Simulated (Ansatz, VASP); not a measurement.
## Two plane-wave programs on GaN

```
CELL_PARAMETERS angstrom
0.00000 2.25350 2.25350
2.25350 0.00000 2.25350
2.25350 2.25350 0.00000
ATOMIC_POSITIONS crystal
Ga 0.00000 0.00000 0.00000
N 0.25000 0.25000 0.25000
```

Alike in both runs: task relaxation of cell and atoms; functional r2SCAN; dispersion rVV10; k mesh 10 × 10 × 10; occupations fermi-dirac, width 0.05 eV; no spin polarisation.

|  | VASP | Ansatz |
| --- | --- | --- |
| version | VASP 6.6.1 | Ansatz 0.2.0 |
| potentials or method | VASP PAW PBE potentials, release 64 (Ga_d, N) | Ansatz PAW |
| plane-wave cutoff (eV) | 600 | 500 |
| valence electrons in the cell | 18 | 18 |

Ansatz gave:

```
relaxed volume (Å³/atom)                                     : 11.30
relaxed cell length with the largest relative difference (Å) : 3.174
```

Question: Which values does VASP return?

Answer: Relaxed volume (Å³/atom): 11.36; relaxed cell length with the largest relative difference (Å): 3.179.

VASP's potentials were made for PBE, not for r2SCAN.

Noted on Ansatz's run: the plane-wave basis is chosen anew once the cell has moved, so the energies of steps on either side of that aren't comparable.
